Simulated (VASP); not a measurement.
# BaSi2C2: single point with PBE

BaSi2C2:

```xyz
5
Lattice="3.0809 -3.9737 0.0000 3.0809 3.9737 0.0000 0.0000 0.0000 4.0341" Properties=species:S:1:pos:R:3 pbc="T T T"
Ba    3.0809    0.0000    0.0000
Si    3.0809    2.8099    2.0170
Si    3.0809   -2.8099    2.0170
C     1.5405    1.9869    2.0170
C     1.5405   -1.9869    2.0170
```

The cell was generated, and may not be a known phase.

```
Program                : VASP 6.6.1
Task                   : single point
Functional             : PBE
Potentials or basis    : VASP PAW PBE potentials, release 64 (Ba_sv, Si, C)
Cutoff                 : 520 eV
k mesh                 : 8 × 8 × 10
Occupations            : gaussian, width 0.1 eV
Spin                   : no spin polarisation
Dipole correction      : no
Further INCAR settings : ALGO = Normal; EDIFF = 1e-07; NBANDS = 21
```

The pressure is 0.4 GPa and the largest force is 0.037 eV/Å. The band gap on the k mesh is zero (bands 13 and 14 overlap by 0.91 eV).

Forces on the atoms (eV/Å):
```
Ba   0.000  0.000  0.000
Si   0.000  0.037  0.000
Si   0.000 -0.037  0.000
C    0.000  0.000  0.000
C    0.000  0.000  0.000
```

Stress tensor (GPa, compression positive):
```
0.24 0.00 0.00
0.00 0.36 0.00
0.00 0.00 0.52
```

Levels at points of the mesh, in eV from the Fermi level:
| k point | band 11 | band 12 | band 13 | band 14 | band 15 | band 16 |
| --- | --- | --- | --- | --- | --- | --- |
| (0.00, 0.00, 0.00) | -1.40 | -0.13 | 0.01 | 1.26 | 2.70 | 3.14 |
| (0.50, 0.00, 0.00) | -1.98 | -1.13 | -0.11 | 2.20 | 2.89 | 3.12 |
| (0.50, 0.50, 0.00) | -0.49 | -0.30 | 0.21 | 0.70 | 2.15 | 3.03 |
| (0.00, 0.00, 0.50) | -2.21 | -1.59 | -0.89 | 0.94 | 1.76 | 5.04 |
| (0.50, 0.00, 0.50) | -3.04 | -1.04 | -0.58 | 1.16 | 2.24 | 4.18 |
| (0.50, 0.50, 0.50) | -2.31 | -0.92 | 0.50 | 0.65 | 2.80 | 3.29 |

Wall time 7.2 min on 1 thread of Intel Xeon 8259CL, with other jobs on the host, peak memory 0.4 GiB.

Caveat: spin-orbit coupling is left out, which moves the levels of the heavy elements.
